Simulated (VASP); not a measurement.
# Mg3SiO (Pm-3m) in VASP: a series of runs

Runs on Mg3SiO. Level: PBE. Tasks: single point.

Program: VASP 6.6.1. These are calculated values, not measurements. Logs are shortened: lines on timing, memory, paths and dates and some standing lists are left out, and cuts for length are marked.

## 1. The cell of the first run

It takes space group Pm-3m (No. 221, cubic). Conventional cell: a = 4.178 Å, b = 4.178 Å, c = 4.178 Å, α = 90.00°, β = 90.00°, γ = 90.00°. Si (site symmetry m-3m) has 12 Mg at 2.95 Å and 8 O at 3.62 Å within 3.9 Å. Within 2.8 Å of O (site symmetry m-3m) lie 6 Mg at 2.09 Å. Mg (site symmetry 4/mmm) has 2 O at 2.09 Å within 2.8 Å.

## 2. Single point, PBE (14.59 Å³/atom)

INCAR reads:

```
SYSTEM = Mg3SiO
ALGO = Normal
EDIFF = 1E-6
ENCUT = 520
GGA = PE
ISIF = 2
ISMEAR = -1
LASPH = .TRUE.
LCHARG = .TRUE.
LELF = .TRUE.
LREAL = .FALSE.
LVHAR = .TRUE.
LWAVE = .FALSE.
NBANDS = 16
NELM = 80
PREC = Accurate
SIGMA = 0.02
```

KPOINTS reads:

```
k-points
0
G
  6 6 6
  0 0 0
```

POSCAR reads:

```
Mg3SiO
1.0
    4.1779988052      0.0000000000      0.0000000000
    0.0000000000      4.1779988052      0.0000000000
    0.0000000000      0.0000000000      4.1779988052
Si O Mg
1 1 3
Direct
    0.0000000000      0.0000000000      0.0000000000
    0.5000000000      0.5000000000      0.5000000000
    0.5000000000      0.5000000000      0.0000000000
    0.5000000000      0.0000000000      0.5000000000
    0.0000000000      0.5000000000      0.5000000000
```

Potentials or basis: VASP PAW PBE potentials, release 64 (Si, O, Mg).

Started as:

```console
$ cat potpaw_PBE.64/Si/POTCAR potpaw_PBE.64/O/POTCAR potpaw_PBE.64/Mg/POTCAR > POTCAR
$ mpirun -np 1 vasp_std > vasp.out
```

OUTCAR:

```text
SYSTEM = Mg3SiO
   EDIFF = 1E-6
   ENCUT = 520
   GGA = PE
   ISIF = 2
   ISMEAR = -1
   LASPH = .TRUE.
   LREAL = .FALSE.
   NELM = 80
   PREC = Accurate

 ion  position               nearest neighbor table
   1  0.000  0.000  0.000-   3 2.95   4 2.95   5 2.95   4 2.95   5 2.95   3 2.95   5 2.95   5 2.95
                             3 2.95   4 2.95   4 2.95   3 2.95
   2  0.500  0.500  0.500-   3 2.09   4 2.09   5 2.09   3 2.09   4 2.09   5 2.09
   3  0.500  0.500  0.000-   2 2.09   2 2.09   4 2.95   5 2.95   1 2.95   4 2.95   5 2.95   1 2.95
                             4 2.95   4 2.95   1 2.95   5 2.95   5 2.95   1 2.95
   4  0.500  0.000  0.500-   2 2.09   2 2.09   3 2.95   5 2.95   1 2.95   3 2.95   1 2.95   3 2.95
                             5 2.95   3 2.95   1 2.95   5 2.95   1 2.95   5 2.95
   5  0.000  0.500  0.500-   2 2.09   2 2.09   3 2.95   4 2.95   1 2.95   3 2.95   1 2.95   4 2.95
                             1 2.95   1 2.95   3 2.95   4 2.95   3 2.95   4 2.95

  LATTYP: Found a simple cubic cell.
 ALAT       =     4.1779988052

  Lattice vectors:

 A1 = (   4.1779988052,   0.0000000000,   0.0000000000)
 A2 = (   0.0000000000,   4.1779988052,   0.0000000000)
 A3 = (   0.0000000000,   0.0000000000,   4.1779988052)

Analysis of symmetry for initial positions (statically):
=====================================================================
 Subroutine PRICEL returns:
 Original cell was already a primitive cell.

 Routine SETGRP: Setting up the symmetry group for a
 simple cubic supercell.

 Subroutine GETGRP returns: Found 48 space group operations
 (whereof 48 operations were pure point group operations)
 out of a pool of 48 trial point group operations.

The static configuration has the point symmetry O_h .

Analysis of symmetry for dynamics (positions and initial velocities):
=====================================================================
 Subroutine PRICEL returns:
 Original cell was already a primitive cell.

 Routine SETGRP: Setting up the symmetry group for a
 simple cubic supercell.

 Subroutine GETGRP returns: Found 48 space group operations
 (whereof 48 operations were pure point group operations)
 out of a pool of 48 trial point group operations.

The dynamic configuration has the point symmetry O_h .

 Subroutine INISYM returns: Found 48 space group operations
 (whereof 48 operations are pure point group operations),
 and found     1 'primitive' translations

----------------------------------------------------------------------------------------

                                     Primitive cell

  volume of cell :      72.9298

  direct lattice vectors                    reciprocal lattice vectors
     4.177998805  0.000000000  0.000000000     0.239349039  0.000000000  0.000000000
     0.000000000  4.177998805  0.000000000     0.000000000  0.239349039  0.000000000
     0.000000000  0.000000000  4.177998805     0.000000000  0.000000000  0.239349039

  length of vectors
     4.177998805  4.177998805  4.177998805     0.239349039  0.239349039  0.239349039

  position of ions in fractional coordinates (direct lattice)
     0.000000000  0.000000000  0.000000000
     0.500000000  0.500000000  0.500000000
     0.500000000  0.500000000  0.000000000
     0.500000000  0.000000000  0.500000000
     0.000000000  0.500000000  0.500000000

  ion indices of the primitive-cell ions
   primitive index   ion index
                 1           1
                 2           2
                 3           3
                 4           4
                 5           5

----------------------------------------------------------------------------------------

 KPOINTS: k-points

Automatic generation of k-mesh.
 Grid dimensions read from file:
 generate k-points for:    6    6    6

 Generating k-lattice:

  Cartesian coordinates                     Fractional coordinates (reciprocal lattice)
     0.039891507  0.000000000  0.000000000     0.166666667  0.000000000  0.000000000
     0.000000000  0.039891507  0.000000000     0.000000000  0.166666667  0.000000000
     0.000000000  0.000000000  0.039891507     0.000000000  0.000000000  0.166666667

  Length of vectors
     0.039891507  0.039891507  0.039891507

  Shift w.r.t. Gamma in fractional coordinates (k-lattice)
     0.000000000  0.000000000  0.000000000

 Subroutine IBZKPT returns following result:
 ===========================================

 Found     20 irreducible k-points:

 Following reciprocal coordinates:
            Coordinates               Weight
  0.000000  0.000000  0.000000      1.000000
  0.166667  0.000000  0.000000      6.000000
  0.333333  0.000000  0.000000      6.000000
  0.500000  0.000000  0.000000      3.000000
  0.166667  0.166667  0.000000     12.000000
  0.333333  0.166667  0.000000     24.000000
[... 12 lines left out ...]
  0.500000  0.500000  0.333333      6.000000
  0.500000  0.500000  0.500000      1.000000
   k-points           NKPTS =     20   k-points in BZ     NKDIM =     20   number of bands    NBANDS=     16
   number of dos      NEDOS =    301   number of ions     NIONS =      5
   total plane-waves  NPLWV =  32768
   dimension x,y,z NGX =    32 NGY =   32 NGZ =   32
   dimension x,y,z NGXF=    64 NGYF=   64 NGZF=   64
   ions per type =               1   1   3
   NGX,Y,Z   is equivalent  to a cutoff of  12.73, 12.73, 12.73 a.u.
   NGXF,Y,Z  is equivalent  to a cutoff of  25.47, 25.47, 25.47 a.u.
 SYSTEM =  Mg3SiO
   PREC   = accura    normal or accurate (medium, high low for compatibility)
   ISTART =      0    job   : 0-new  1-cont  2-samecut
   ICHARG =      2    charge: 1-file 2-atom 10-const
   ISPIN  =      1    spin polarized calculation?
   LNONCOLLINEAR =      F non collinear calculations
   LSORBIT =      F    spin-orbit coupling
   LASPH  =      T    aspherical Exc in radial PAW
   ENCUT  =  520.0 eV  38.22 Ry    6.18 a.u.   7.77  7.77  7.77*2*pi/ulx,y,z
   NELM   =     80;   NELMIN=  2; NELMDL= -5     # of ELM steps
   EDIFF  = 0.1E-05   stopping-criterion for ELM
   LREAL  =      F    real-space projection
   EDIFFG = 0.1E-04   stopping-criterion for IOM
   NSW    =      0    number of steps for IOM
   IBRION =     -1    ionic relax: 0-MD 1-quasi-New 2-CG
   NFREE  =      0    steps in history (QN), initial steepest desc. (CG)
   ISIF   =      2    stress and relaxation
   ISYM   =      2    0-nonsym 1-usesym 2-fastsym
   POTIM  = 0.5000    time-step for ionic-motion
   TEBEG  =    0.0;   TEEND  =   0.0 temperature during run
   PSTRESS=    0.0 pullay stress
   NELECT =      16.0000    total number of electrons
   NUPDOWN=      -1.0000    fix difference up-down
   EMIN   =  10.00;   EMAX   =-10.00  energy-range for DOS
   EFERMI =   0.00;   METHOD = LEGACY
   ISMEAR =    -1;   SIGMA  =   0.02  broadening in eV -4-tet -1-fermi 0-gaus
   EFERMI_NEDOS =   21; number of points for ismear=-14 and -15
   IALGO  =     38    algorithm
   IMIX   =      4    mixing-type and parameters
     AMIX     =   0.40;   BMIX     =  1.00
     AMIX_MAG =   1.60;   BMIX_MAG =  1.00
  volume/ion in A,a.u.               =      14.59        98.43
  Fermi-wavevector in a.u.,A,eV,Ry     =   0.987370  1.865858 13.264308  0.974899
  Thomas-Fermi vector in A             =   2.118819
   LORBIT       =      0    0 simple, 1 ext, 2 COOP (PROOUT), +10 PAW based schemes
   GGA     = PE    functional components
   LHFCALC =     F    Hartree Fock is set to
   AEXX    =    0.0000 exact exchange contribution
   IVDW    =     0    specifies the selected vdW correction
   LEPSILON=     F    determine dielectric tensor
   LRPA    =     F    only Hartree local field effects (RPA)
 non-spin polarized calculation
  energy-cutoff  :      520.00
  volume of cell :       72.93
 maximum number of plane-waves:      1984
 NGX is ok and might be reduce to    32
   NGX = 15   NGY = 15   NGZ = 15

 number of electron      16.0000001 magnetization

 Free energy of the ion-electron system (eV)
  ---------------------------------------------------
  ext. energy  EPLUGINS =         0.00000000
  ---------------------------------------------------
  free energy    TOTEN  =       -19.92035654 eV

  energy without entropy =      -19.92007203  energy(sigma->0) =      -19.92021429

 E-fermi :   5.6439     XC(G=0):  -9.9530

 val. band max:        5.5570082610   @ k =   0.5000   0.3333   0.0000
 cond. band min:       5.7167528054   @ k =   0.5000   0.5000   0.1667
 fundamental gap:      0.1597445444
 Fermi energy:         5.6439437976

 k-point     1 :       0.0000    0.0000    0.0000
  band No.  band energies     occupation
      1     -14.7044      2.00000
      2      -3.3029      2.00000
      3      -0.6562      2.00000
      4      -0.6562      2.00000
      5      -0.6562      2.00000
      6       5.1904      2.00000
[... 8 lines left out ...]
     15      13.7696      0.00000
     16      13.7696      0.00000

 k-point     2 :       0.1667    0.0000    0.0000
  band No.  band energies     occupation
      1     -14.6861      2.00000
      2      -3.2822      2.00000
      3      -0.6266      2.00000
      4      -0.6203      2.00000
      5      -0.6203      2.00000
      6       3.6215      2.00000
[... 8 lines left out ...]
     15      12.5578      0.00000
     16      13.7770      0.00000

 k-point     3 :       0.3333    0.0000    0.0000
  band No.  band energies     occupation
      1     -14.6487      2.00000
      2      -3.2724      2.00000
      3      -0.5454      2.00000
      4      -0.5454      2.00000
      5      -0.3393      2.00000
      6       1.8993      2.00000
[... 8 lines left out ...]
     15      12.3174      0.00000
     16      12.3437      0.00000
[... 286 lines left out ...]
 k-point    19 :       0.5000    0.5000    0.3333
  band No.  band energies     occupation
      1     -14.5118      2.00000
      2      -1.3045      2.00000
      3      -1.3045      2.00000
      4      -1.1082      2.00000
      5      -1.0043      2.00000
      6       2.3781      2.00000
[... 8 lines left out ...]
     15      14.9941      0.00000
     16      16.2351      0.00000

 k-point    20 :       0.5000    0.5000    0.5000
  band No.  band energies     occupation
      1     -14.4950      2.00000
      2      -1.1701      2.00000
      3      -1.1701      2.00000
      4      -1.1701      2.00000
      5      -0.8057      2.00000
      6       2.1471      2.00000
[... 8 lines left out ...]
     15      15.1142      0.00000
     16      16.7361      0.00000

------------------------ aborting loop because EDIFF is reached ----------------------------------------

  FORCE on cell =-STRESS in cart. coord.  units (eV):
  Direction    XX          YY          ZZ          XY          YZ          ZX
  --------------------------------------------------------------------------------------
  -------------------------------------------------------------------------------------
  Total        1.0509930      1.0509930      1.0509930      0.0000000     -0.0000000      0.0000000
  in kB       23.0890188     23.0890188     23.0890188      0.0000000     -0.0000000      0.0000000
  external PRESSURE =      23.0890188 kB  Pullay stress =       0.0000000 kB

 VOLUME and BASIS-vectors are now :
 -----------------------------------------------------------------------------
  energy-cutoff  :      520.00
  volume of cell :       72.93
      direct lattice vectors                 reciprocal lattice vectors
     4.177998805  0.000000000  0.000000000     0.239349039  0.000000000  0.000000000
     0.000000000  4.177998805  0.000000000     0.000000000  0.239349039  0.000000000
     0.000000000  0.000000000  4.177998805     0.000000000  0.000000000  0.239349039

 POSITION                                       TOTAL-FORCE (eV/Angst)
 -----------------------------------------------------------------------------------
      0.00000      0.00000      0.00000         0.000000      0.000000      0.000000
      2.08900      2.08900      2.08900         0.000000      0.000000      0.000000
      2.08900      2.08900      0.00000         0.000000      0.000000      0.000000
      2.08900      0.00000      2.08900         0.000000      0.000000      0.000000
      0.00000      2.08900      2.08900         0.000000      0.000000      0.000000
 -----------------------------------------------------------------------------------
    total drift:                                0.000000      0.000000     -0.000000

  FREE ENERGIE OF THE ION-ELECTRON SYSTEM (eV)
  ---------------------------------------------------
  free  energy   TOTEN  =       -19.9203565368 eV

  energy  without entropy=      -19.9200720342  energy(sigma->0) =      -19.92021429
```

It took 15 s on 1 thread of Intel Xeon Platinum 8488C (Sapphire Rapids), shared host; peak memory 0.18 GiB.

Results:

* Free energy: -19.9204 eV
* Pressure: 2.3 GPa
* Band gap on the k mesh: 0.16 eV (least direct gap 0.59 eV)

A k mesh can miss the band edges.

## 3. Single point, PBE

This run uses another cell than the first one, of 15.04 Å³/atom.

INCAR reads:

```
PREC = Accurate
ENCUT = 520
EDIFF = 1E-6
ISMEAR = -1
SIGMA = 0.02
LREAL = F
LASPH = T
NELM = 100
ALGO = Normal
ISIF = 2
LWAVE = F
LCHARG = F
GGA = PE
NBANDS = 16
```

KPOINTS reads:

```
Automatic mesh
0
Gamma
  6 6 6
```

Edit POSCAR of step 2 so:

```diff
@@ -2,5 +2,5 @@
 1.0
-    4.1779988052      0.0000000000      0.0000000000
-    0.0000000000      4.1779988052      0.0000000000
-    0.0000000000      0.0000000000      4.1779988052
+    4.2206343907      0.0000000000      0.0000000000
+    0.0000000000      4.2206343907      0.0000000000
+    0.0000000000      0.0000000000      4.2206343907
 Si O Mg
```

Potentials or basis: VASP PAW PBE potentials, release 64 (Si, O, Mg).

Started as:

```console
$ cat potpaw_PBE.64/Si/POTCAR potpaw_PBE.64/O/POTCAR potpaw_PBE.64/Mg/POTCAR > POTCAR
$ mpirun -np 1 vasp_std > vasp.out
```

OUTCAR:

```text
PREC = Accurate
   ENCUT = 520
   EDIFF = 1E-6
   ISMEAR = -1
   LREAL = F
   LASPH = T
   NELM = 100
   ISIF = 2
   GGA = PE

 ion  position               nearest neighbor table
   1  0.000  0.000  0.000-   3 2.98   4 2.98   5 2.98   4 2.98   5 2.98   3 2.98   5 2.98   5 2.98
                             3 2.98   4 2.98   4 2.98   3 2.98
   2  0.500  0.500  0.500-   3 2.11   4 2.11   5 2.11   3 2.11   4 2.11   5 2.11
   3  0.500  0.500  0.000-   2 2.11   2 2.11   4 2.98   5 2.98   1 2.98   4 2.98   5 2.98   1 2.98
[... 582 lines left out ...]
  -------------------------------------------------------------------------------------
  Total       -0.1531018     -0.1531018     -0.1531018     -0.0000000     -0.0000000      0.0000000
  in kB       -3.2625534     -3.2625534     -3.2625534     -0.0000000     -0.0000000      0.0000000
  external PRESSURE =      -3.2625534 kB  Pullay stress =       0.0000000 kB

 VOLUME and BASIS-vectors are now :
 -----------------------------------------------------------------------------
  energy-cutoff  :      520.00
  volume of cell :       75.19
      direct lattice vectors                 reciprocal lattice vectors
     4.220634391  0.000000000  0.000000000     0.236931207  0.000000000  0.000000000
     0.000000000  4.220634391  0.000000000     0.000000000  0.236931207  0.000000000
     0.000000000  0.000000000  4.220634391     0.000000000  0.000000000  0.236931207

 POSITION                                       TOTAL-FORCE (eV/Angst)
 -----------------------------------------------------------------------------------
      0.00000      0.00000      0.00000         0.000000      0.000000      0.000000
      2.11032      2.11032      2.11032         0.000000      0.000000      0.000000
      2.11032      2.11032      0.00000         0.000000      0.000000      0.000000
      2.11032      0.00000      2.11032         0.000000      0.000000      0.000000
      0.00000      2.11032      2.11032         0.000000      0.000000      0.000000
 -----------------------------------------------------------------------------------
    total drift:                                0.000000      0.000000     -0.000000

  FREE ENERGIE OF THE ION-ELECTRON SYSTEM (eV)
  ---------------------------------------------------
  free  energy   TOTEN  =       -19.9343926519 eV

  energy  without entropy=      -19.9334000203  energy(sigma->0) =      -19.93389634
```

OSZICAR:

```text
N       E                     dE             d eps       ncg     rms          rms(c)
DAV:   1     0.463495987268E+02    0.46350E+02   -0.61513E+03   640   0.797E+02
DAV:   2    -0.175305443655E+02   -0.63880E+02   -0.57926E+02   856   0.151E+02
DAV:   3    -0.222201690482E+02   -0.46896E+01   -0.46656E+01   856   0.418E+01
DAV:   4    -0.222481962188E+02   -0.28027E-01   -0.28025E-01   784   0.390E+00
DAV:   5    -0.222483913922E+02   -0.19517E-03   -0.19517E-03   864   0.327E-01    0.847E+00
DAV:   6    -0.201026063590E+02    0.21458E+01   -0.77879E+00   768   0.206E+01    0.356E+00
DAV:   7    -0.199782891301E+02    0.12432E+00   -0.38936E-01   728   0.497E+00    0.187E+00
DAV:   8    -0.199400031547E+02    0.38286E-01   -0.14616E-01   824   0.261E+00    0.473E-01
DAV:   9    -0.199369972340E+02    0.30059E-02   -0.30768E-02   776   0.147E+00    0.384E-01
DAV:  10    -0.199347690249E+02    0.22282E-02   -0.15972E-02   856   0.104E+00    0.166E-01
DAV:  11    -0.199344897744E+02    0.27925E-03   -0.32537E-03   832   0.478E-01    0.762E-02
DAV:  12    -0.199345060309E+02   -0.16257E-04   -0.21460E-04   720   0.104E-01    0.818E-02
DAV:  13    -0.199343922404E+02    0.11379E-03   -0.42972E-04   752   0.160E-01    0.821E-03
DAV:  14    -0.199343952354E+02   -0.29950E-05   -0.24512E-05   744   0.331E-02    0.126E-02
DAV:  15    -0.199343939441E+02    0.12913E-05   -0.66538E-07   528   0.639E-03    0.916E-03
DAV:  16    -0.199343926531E+02    0.12910E-05   -0.46732E-06   664   0.158E-02    0.117E-03
DAV:  17    -0.199343926519E+02    0.11712E-08   -0.17078E-07   360   0.405E-03
   1 F= -.19934393E+02 E0= -.19933896E+02  d E =-.992632E-03
```

Wall time 16 s (1 thread of Intel Xeon Platinum 8488C (Sapphire Rapids), shared host); peak memory 0.18 GiB.

Results:

```
Free energy            : -19.9344 eV
Pressure               : -0.3 GPa
Band gap on the k mesh : 0.09 eV (least direct gap 0.57 eV)
```

(Part 1 of 2 ends here.)
